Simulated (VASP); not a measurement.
# CsRe2: relaxation of cell and atoms with PBE

The system is CsRe2.

```
Cs Re
1.0
     0.00000    3.31123    3.31123
     3.31123    0.00000    3.31123
     3.31123    3.31123    0.00000
Cs Re
1 2
Direct
  0.00000 0.00000 0.00000
  0.25000 0.25000 0.25000
  0.75000 0.75000 0.75000
```

```json
{
  "Program": "VASP 6.6.1",
  "Task": "relaxation of cell and atoms",
  "Functional": "PBE",
  "Potentials or basis": "VASP PAW PBE potentials, release 64 (Cs_sv, Re)",
  "Cutoff": "600 eV",
  "k mesh": "4 × 4 × 4",
  "Occupations": "gaussian, width 0.1 eV",
  "Spin": "no spin polarisation",
  "Dipole correction": "no",
  "Further INCAR settings": "ALGO = Normal; EDIFF = 1e-06; IBRION = 2; EDIFFG = -0.04; NSW = 90; ISIF = 3"
}
```

```yaml
Relaxed_volume: 21.24 Å³/atom
Relaxed_cell: a = 4.483 Å, b = 4.483 Å, c = 4.483 Å, α = 60.00°, β = 60.00°, γ = 60.00°
Space_group_after_relaxing_to_0.1_Å: Fm-3m (No. 225)
Energy_gained_by_relaxing: 108.8 meV/atom
Ionic_steps: 3
Pressure_after_relaxing: -0.2 GPa
Band_gap_on_the_k_mesh: zero (an odd number of electrons rules out a gap without spin polarisation)
```

The path:
| step | energy change (eV) | largest force (eV/Å) | pressure (GPa) | volume (Å³) |
| --- | --- | --- | --- | --- |
| 1 | 0.0000 | 0.0000 | -10.19 | 72.61 |
| 2 | -0.0884 | 0.0000 | 14.61 | 57.61 |
| 3 | -0.3265 | 0.0000 | -0.16 | 63.72 |

Final structure:
```xyz
3
Lattice="0.0000 3.1701 3.1701 3.1701 0.0000 3.1701 3.1701 3.1701 0.0000" Properties=species:S:1:pos:R:3 pbc="T T T"
Cs    0.0000    0.0000    0.0000
Re    1.5851    1.5851    1.5851
Re    4.7552    4.7552    4.7552
```

Levels at points of the mesh, in eV from the Fermi level:
```tsv
k point	band 7	band 8	band 9	band 10	band 11	band 12	band 13	band 14	band 15
(0.00, 0.00, 0.00)	-3.72	0.01	0.01	0.01	0.55	0.55	0.55	2.19	2.19
(0.50, 0.00, 0.00)	-2.28	-1.89	-1.58	-1.58	-1.17	-1.17	0.00	1.61	1.61
(0.50, 0.50, 0.00)	-2.86	-1.33	-1.33	-0.37	-0.37	-0.03	0.74	1.98	2.08
```

It took 32 s on 1 thread of Intel(R) Xeon(R) 6975P-C (Granite Rapids), on a shared host, peak memory 0.23 GiB.

Caveat: the k points lie up to 0.43 Å⁻¹ apart in the final cell, too coarse for converged energies and pressures of a metal; spin-orbit coupling is left out, which moves the levels of the heavy elements.
